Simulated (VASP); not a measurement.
# Sr (I4/mmm) in VASP: a series of runs

Sr is run at these levels: PBE; tasks: single point.

Program: VASP 6.6.1. These are calculated values, not measurements. Logs are shortened: lines on timing, memory, paths and dates and some standing lists are left out, and cuts for length are marked.

**1. The cell of the first run**

The structure is tetragonal, space group I4/mmm (No. 139). Conventional cell: a = 5.332 Å, b = 5.332 Å, c = 3.770 Å, α = 90.00°, β = 90.00°, γ = 90.00°. Sr (site symmetry 4/mmm) has 10 Sr at 3.77 to 4.22 Å within 5.0 Å.

**2. Single point, PBE**

Input file INCAR:

```
PREC = Accurate
ENCUT = 520
EDIFF = 1E-7
ISMEAR = 0
SIGMA = 0.15
LREAL = F
LASPH = T
NELM = 80
ALGO = Fast
ISIF = 2
LWAVE = F
LCHARG = F
GGA = PE
NBANDS = 11
```

Input file KPOINTS:

```
Automatic mesh
0
Gamma
  20 20 20
```

Input file POSCAR:

```
Sr
1.0
   -2.6662346180      2.6662346180      1.8850278750
    2.6662346180     -2.6662346180      1.8850278750
    2.6662346180      2.6662346180     -1.8850278750
Sr
1
Direct
    0.0000000000      0.0000000000      0.0000000000
```

Potentials or basis: VASP PAW PBE potentials, release 64 (Sr_sv).

Started as:

```bash
$ cat potpaw_PBE.64/Sr_sv/POTCAR > POTCAR
$ mpirun -np 1 vasp_std > vasp.out
```

OUTCAR:

```text
PREC = Accurate
   ENCUT = 520
   EDIFF = 1E-7
   ISMEAR = 0
   LREAL = F
   LASPH = T
   NELM = 80
   ISIF = 2
   GGA = PE

 ion  position               nearest neighbor table
   1  0.000  0.000  0.000-

  LATTYP: Found a body centered tetragonal cell.
 ALAT       =     5.3324692360
 C/A-ratio  =     0.7070000000

  Lattice vectors:

 A1 = (  -2.6662346180,   2.6662346180,   1.8850278750)
 A2 = (   2.6662346180,  -2.6662346180,   1.8850278750)
 A3 = (   2.6662346180,   2.6662346180,  -1.8850278750)

Analysis of symmetry for initial positions (statically):
=====================================================================
 Subroutine PRICEL returns:
 Original cell was already a primitive cell.

 Routine SETGRP: Setting up the symmetry group for a
 body centered tetragonal supercell.

 Subroutine GETGRP returns: Found 16 space group operations
 (whereof 16 operations were pure point group operations)
 out of a pool of 16 trial point group operations.

The static configuration has the point symmetry D_4h.

Analysis of symmetry for dynamics (positions and initial velocities):
=====================================================================
 Subroutine PRICEL returns:
 Original cell was already a primitive cell.

 Routine SETGRP: Setting up the symmetry group for a
 body centered tetragonal supercell.

 Subroutine GETGRP returns: Found 16 space group operations
 (whereof 16 operations were pure point group operations)
 out of a pool of 16 trial point group operations.

The dynamic configuration has the point symmetry D_4h.

 Subroutine INISYM returns: Found 16 space group operations
 (whereof 16 operations are pure point group operations),
 and found     1 'primitive' translations

----------------------------------------------------------------------------------------

                                     Primitive cell

  volume of cell :      53.6012

  direct lattice vectors                    reciprocal lattice vectors
    -2.666234618  2.666234618  1.885027875     0.000000000  0.187530383  0.265248067
     2.666234618 -2.666234618  1.885027875     0.187530383  0.000000000  0.265248067
     2.666234618  2.666234618 -1.885027875     0.187530383  0.187530383  0.000000000

  length of vectors
     4.215559769  4.215559769  4.215559769     0.324844858  0.324844858  0.265208011

  position of ions in fractional coordinates (direct lattice)
     0.000000000  0.000000000  0.000000000

  ion indices of the primitive-cell ions
   primitive index   ion index
                 1           1

----------------------------------------------------------------------------------------

 KPOINTS: Automatic mesh

Automatic generation of k-mesh.
 Grid dimensions read from file:
 generate k-points for:   20   20   20

 Generating k-lattice:

  Cartesian coordinates                     Fractional coordinates (reciprocal lattice)
     0.000000000  0.009376519  0.013262403     0.050000000 -0.000000000  0.000000000
     0.009376519  0.000000000  0.013262403    -0.000000000  0.050000000  0.000000000
     0.009376519  0.009376519  0.000000000     0.000000000  0.000000000  0.050000000

  Length of vectors
     0.016242243  0.016242243  0.013260401

  Shift w.r.t. Gamma in fractional coordinates (k-lattice)
     0.000000000  0.000000000  0.000000000

 Subroutine IBZKPT returns following result:
 ===========================================

 Found    641 irreducible k-points:

 Following reciprocal coordinates:
            Coordinates               Weight
  0.000000  0.000000  0.000000      1.000000
  0.050000 -0.000000  0.000000      8.000000
  0.100000 -0.000000  0.000000      8.000000
  0.150000 -0.000000  0.000000      8.000000
  0.200000 -0.000000  0.000000      8.000000
  0.250000 -0.000000  0.000000      8.000000
[... 16 lines left out ...]
 -0.400000  0.050000 -0.000000     16.000000
 -0.350000  0.050000  0.000000     16.000000
 [... further k-points ...]
   k-points           NKPTS =    641   k-points in BZ     NKDIM =    641   number of bands    NBANDS=     11
   number of dos      NEDOS =    301   number of ions     NIONS =      1
   total plane-waves  NPLWV =  32768
   dimension x,y,z NGX =    32 NGY =   32 NGZ =   32
   dimension x,y,z NGXF=    64 NGYF=   64 NGZF=   64
   ions per type =               1
   NGX,Y,Z   is equivalent  to a cutoff of  12.62, 12.62, 12.62 a.u.
   NGXF,Y,Z  is equivalent  to a cutoff of  25.24, 25.24, 25.24 a.u.
 SYSTEM =  unknown system
   PREC   = accura    normal or accurate (medium, high low for compatibility)
   ISTART =      0    job   : 0-new  1-cont  2-samecut
   ICHARG =      2    charge: 1-file 2-atom 10-const
   ISPIN  =      1    spin polarized calculation?
   LNONCOLLINEAR =      F non collinear calculations
   LSORBIT =      F    spin-orbit coupling
   LASPH  =      T    aspherical Exc in radial PAW
   ENCUT  =  520.0 eV  38.22 Ry    6.18 a.u.   7.84  7.84  7.84*2*pi/ulx,y,z
   NELM   =     80;   NELMIN=  2; NELMDL= -5     # of ELM steps
   EDIFF  = 0.1E-06   stopping-criterion for ELM
   LREAL  =      F    real-space projection
   EDIFFG = 0.1E-05   stopping-criterion for IOM
   NSW    =      0    number of steps for IOM
   IBRION =     -1    ionic relax: 0-MD 1-quasi-New 2-CG
   NFREE  =      0    steps in history (QN), initial steepest desc. (CG)
   ISIF   =      2    stress and relaxation
   ISYM   =      2    0-nonsym 1-usesym 2-fastsym
   POTIM  = 0.5000    time-step for ionic-motion
   TEBEG  =    0.0;   TEEND  =   0.0 temperature during run
   PSTRESS=    0.0 pullay stress
   NELECT =      10.0000    total number of electrons
   NUPDOWN=      -1.0000    fix difference up-down
   EMIN   =  10.00;   EMAX   =-10.00  energy-range for DOS
   EFERMI =   0.00;   METHOD = LEGACY
   ISMEAR =     0;   SIGMA  =   0.15  broadening in eV -4-tet -1-fermi 0-gaus
   EFERMI_NEDOS =   21; number of points for ismear=-14 and -15
   IALGO  =     68    algorithm
   IMIX   =      4    mixing-type and parameters
     AMIX     =   0.40;   BMIX     =  1.00
     AMIX_MAG =   1.60;   BMIX_MAG =  1.00
  volume/ion in A,a.u.               =      53.60       361.72
  Fermi-wavevector in a.u.,A,eV,Ry     =   0.935442  1.767728 11.905791  0.875051
  Thomas-Fermi vector in A             =   2.062349
   LORBIT       =      0    0 simple, 1 ext, 2 COOP (PROOUT), +10 PAW based schemes
   GGA     = PE    functional components
   LHFCALC =     F    Hartree Fock is set to
   AEXX    =    0.0000 exact exchange contribution
   IVDW    =     0    specifies the selected vdW correction
   LEPSILON=     F    determine dielectric tensor
   LRPA    =     F    only Hartree local field effects (RPA)
 non-spin polarized calculation
 RMM-DIIS sequential band-by-band and
 Gauss-broadening in eV      SIGMA  =   0.15
  energy-cutoff  :      520.00
  volume of cell :       53.60
 maximum number of plane-waves:      1463
   NGX = 15   NGY = 15   NGZ = 15

 number of electron      10.0000000 magnetization

 Free energy of the ion-electron system (eV)
  ---------------------------------------------------
  ext. energy  EPLUGINS =         0.00000000
  ---------------------------------------------------
  free energy    TOTEN  =        -1.49160872 eV

  energy without entropy =       -1.47600032  energy(sigma->0) =       -1.48380452

 E-fermi :   1.5514     XC(G=0):  -7.4193

 val. band max:        1.5494049475   @ k =  -0.3500  -0.3500   0.0500
 cond. band min:       1.5533111287   @ k =  -0.4000  -0.4500   0.2000
 fundamental gap:      0.0039061812
 Fermi energy:         1.5514426363

 k-point     1 :       0.0000    0.0000    0.0000
  band No.  band energies     occupation
      1     -34.9839      2.00000
      2     -16.8662      2.00000
      3     -16.8662      2.00000
      4     -16.8123      2.00000
      5      -2.0028      2.00000
      6       2.8635      0.00000
      7       3.5859      0.00000
      8       5.3273      0.00000
      9       5.3273      0.00000
     10       6.3141      0.00000
     11       8.7138      0.00000

 k-point     2 :       0.0500   -0.0000    0.0000
  band No.  band energies     occupation
      1     -34.9831      2.00000
      2     -16.8676      2.00000
      3     -16.8672      2.00000
      4     -16.8216      2.00000
      5      -1.9490      2.00000
      6       2.8837      0.00000
      7       3.6197      0.00000
      8       5.2261      0.00000
      9       5.2337      0.00000
     10       6.2590      0.00000
     11       8.8624      0.00000

 k-point     3 :       0.1000   -0.0000    0.0000
  band No.  band energies     occupation
      1     -34.9806      2.00000
      2     -16.8733      2.00000
      3     -16.8701      2.00000
      4     -16.8466      2.00000
      5      -1.7901      2.00000
      6       2.9349      0.00000
      7       3.7053      0.00000
      8       4.9818      0.00000
      9       5.0147      0.00000
     10       6.1312      0.00000
     11       9.1881      0.00000

 k-point     4 :       0.1500   -0.0000    0.0000
  band No.  band energies     occupation
      1     -34.9768      2.00000
      2     -16.9007      2.00000
      3     -16.8747      2.00000
      4     -16.8665      2.00000
      5      -1.5328      2.00000
      6       2.9857      0.00000
      7       3.7687      0.00000
      8       4.7584      0.00000
      9       4.7946      0.00000
     10       5.9737      0.00000
     11       9.3799      0.00000
[... 239 lines left out ...]
 k-point    22 :      -0.4500    0.0500    0.0000
  band No.  band energies     occupation
      1     -34.9519      2.00000
      2     -17.1628      2.00000
      3     -16.9084      2.00000
      4     -16.8953      2.00000
      5       0.6839      2.00000
      6       2.3833      0.00000
      7       2.6849      0.00000
      8       5.1419      0.00000
      9       6.1220      0.00000
     10       6.4431      0.00000
     11       7.4124      0.00000

 k-point    23 :      -0.4000    0.0500   -0.0000
  band No.  band energies     occupation
      1     -34.9555      2.00000
      2     -17.1237      2.00000
      3     -16.9065      2.00000
      4     -16.8915      2.00000
      5       0.3061      2.00000
      6       2.5006      0.00000
      7       2.8165      0.00000
      8       5.2504      0.00000
      9       5.6702      0.00000
     10       6.0523      0.00000
     11       7.6349      0.00000

 k-point    24 :      -0.3500    0.0500    0.0000
  band No.  band energies     occupation
      1     -34.9602      2.00000
      2     -17.0735      2.00000
      3     -16.9028      2.00000
      4     -16.8865      2.00000
      5      -0.1438      2.00000
      6       2.6401      0.00000
      7       3.0229      0.00000
      8       5.2287      0.00000
      9       5.4080      0.00000
     10       5.6357      0.00000
     11       8.0135      0.00000

 [... further k-points ...]

------------------------ aborting loop because EDIFF is reached ----------------------------------------

  FORCE on cell =-STRESS in cart. coord.  units (eV):
  Direction    XX          YY          ZZ          XY          YZ          ZX
  --------------------------------------------------------------------------------------
  -------------------------------------------------------------------------------------
  Total       -0.3749956     -0.3749956      1.5277332      0.0000000     -0.0000000      0.0000000
  in kB      -11.2088799    -11.2088799     45.6650165      0.0000000     -0.0000000      0.0000000
  external PRESSURE =       7.7490856 kB  Pullay stress =       0.0000000 kB

 VOLUME and BASIS-vectors are now :
 -----------------------------------------------------------------------------
  energy-cutoff  :      520.00
  volume of cell :       53.60
      direct lattice vectors                 reciprocal lattice vectors
    -2.666234618  2.666234618  1.885027875     0.000000000  0.187530383  0.265248067
     2.666234618 -2.666234618  1.885027875     0.187530383  0.000000000  0.265248067
     2.666234618  2.666234618 -1.885027875     0.187530383  0.187530383  0.000000000

 POSITION                                       TOTAL-FORCE (eV/Angst)
 -----------------------------------------------------------------------------------
      0.00000      0.00000      0.00000         0.000000      0.000000      0.000000
 -----------------------------------------------------------------------------------
    total drift:                                0.000000      0.000000      0.000000

  FREE ENERGIE OF THE ION-ELECTRON SYSTEM (eV)
  ---------------------------------------------------
  free  energy   TOTEN  =        -1.4916087157 eV

  energy  without entropy=       -1.4760003213  energy(sigma->0) =       -1.48380452
```

It took 2.5 min on 1 thread of Intel Xeon 6975P-C (Granite Rapids), shared host; peak memory 0.48 GiB.

What came out:

```
Free energy            : -1.4916 eV
Pressure               : 0.8 GPa
Band gap on the k mesh : zero (bands 5 and 6 overlap by 0.81 eV)
```

Stress tensor (GPa, compression positive):
```
-1.12  0.00  0.00
 0.00 -1.12  0.00
 0.00  0.00  4.57
```

Caveat: the stress differs along the axes, from -1 to 5 GPa.

**3. Single point, PBE**

Input file INCAR:

```
SYSTEM = Sr
  ALGO = Fast
  EDIFF = 1E-6
  ENCUT = 520
  GGA = PE
  ISIF = 2
  ISMEAR = 0
  LASPH = .True.
  LCHARG = .False.
  LREAL = .False.
  LWAVE = .False.
  NBANDS = 11
  NELM = 80
  PREC = Accurate
  SIGMA = 0.15
```

Input file KPOINTS:

```
k-points
0
Gamma
  20 20 20
  0 0 0
```

Input file POSCAR:

```
Sr
1.0
   -2.5074475594      2.5074475594      2.1313304255
    2.5074475594     -2.5074475594      2.1313304255
    2.5074475594      2.5074475594     -2.1313304255
Sr
1
Direct
    0.0000000000      0.0000000000      0.0000000000
```

Potentials or basis: VASP PAW PBE potentials, release 64 (Sr_sv).

Started as:

```bash
$ cat potpaw_PBE.64/Sr_sv/POTCAR > POTCAR
$ mpirun -np 1 vasp_std > vasp.out
```

Wall time 2.1 min (1 thread of Intel Xeon 6975P-C (Granite Rapids), shared host); peak memory 0.48 GiB.

The run converged. Its results:

| Quantity | Value |
| --- | --- |
| Free energy | -1.6214 eV |
| Pressure | 0.3 GPa |
| Band gap on the k mesh | zero (bands 5 and 6 overlap by 0.48 eV) |

Stress tensor (GPa, compression positive):
```
-0.12  0.00  0.00
 0.00 -0.12  0.00
 0.00  0.00  1.10
```

Levels at points of the mesh, in eV from the Fermi level:
```csv
k point,band 2,band 3,band 4,band 5,band 6,band 7,band 8,band 9
"(0.00, 0.00, 0.00)",-18.44,-18.43,-18.43,-3.65,1.83,2.88,2.88,2.98
"(0.50, 0.00, 0.00)",-18.66,-18.51,-18.46,-0.87,0.51,0.94,3.61,4.99
"(0.50, 0.50, 0.00)",-18.65,-18.49,-18.42,-1.21,-0.01,2.06,2.84,3.88
"(0.50, 0.50, 0.50)",-18.60,-18.60,-18.55,-0.28,-0.05,3.03,3.03,5.07
```

**4. Single point, PBE**

Input file INCAR:

```
SYSTEM = Sr
  PREC = Accurate
  ENCUT = 520
  EDIFF = 1E-7
  ISMEAR = 0
  SIGMA = 0.15
  LREAL = .FALSE.
  LASPH = .TRUE.
  NELM = 80
  ALGO = Fast
  ISIF = 2
  LWAVE = .FALSE.
  LCHARG = .FALSE.
  GGA = PE
  NBANDS = 11
```

Input file KPOINTS:

```
Automatic mesh
0
G
  20 20 20
  0 0 0
```

Input file POSCAR:

```
Sr
1.0
   -2.2351727058      2.2351727058      2.6822072469
    2.2351727058     -2.2351727058      2.6822072469
    2.2351727058      2.2351727058     -2.6822072469
Sr
1
Direct
    0.0000000000      0.0000000000      0.0000000000
```

Started as:

```bash
$ cat potpaw_PBE.64/Sr_sv/POTCAR > POTCAR
$ mpirun -np 1 vasp_std > vasp.out
```

It took 3.1 min on 1 thread of Intel Xeon 6975P-C (Granite Rapids), shared host; peak memory 0.48 GiB.

The run converged. Its results:

```yaml
Free_energy: -1.6378 eV
Pressure: 0.2 GPa
Band_gap_on_the_k_mesh: zero (bands 5 and 6 overlap by 0.21 eV)
```

Stress tensor (GPa, compression positive):
```
0.18 0.00 0.00
0.00 0.18 0.00
0.00 0.00 0.33
```

Levels at points of the mesh, in eV from the Fermi level:
```csv
k point,band 2,band 3,band 4,band 5,band 6,band 7,band 8,band 9
"(0.00, 0.00, 0.00)",-18.46,-18.46,-18.45,-3.69,2.22,2.22,2.99,3.15
"(0.50, 0.00, 0.00)",-18.68,-18.52,-18.46,-1.11,0.13,1.67,2.84,4.52
"(0.50, 0.50, 0.00)",-18.67,-18.54,-18.49,-0.83,0.59,0.66,4.45,4.75
"(0.50, 0.50, 0.50)",-18.65,-18.58,-18.58,-0.42,0.06,2.20,4.59,4.59
```

**5. Overview**

```tsv
cell	further INCAR settings	gap on the mesh (eV)	pressure (GPa)
a = 4.216 Å, angles 101.5, 101.5, 126.9°, 1 atom	ALGO = Fast; EDIFF = 1e-07; NBANDS = 11	none	0.8
a = 4.137 Å, angles 105.4, 105.4, 118.0°, 1 atom	ALGO = Fast; EDIFF = 1e-06; NBANDS = 11	none	0.3
a = 4.146 Å, angles 114.7, 114.7, 99.4°, 1 atom	ALGO = Fast; EDIFF = 1e-07; NBANDS = 11	none	0.2
```

Alike in all rows: task single point; level PBE; potentials or basis VASP PAW PBE potentials, release 64 (Sr_sv); no spin polarisation; k mesh 20 × 20 × 20; cutoff (eV) 520; smearing gaussian 0.15 eV.

Caveats: the stress differs along the axes, from -1 to 5 GPa (at least some runs).

Total energies depend on the potentials used, so only differences within one code and one set of settings carry meaning.
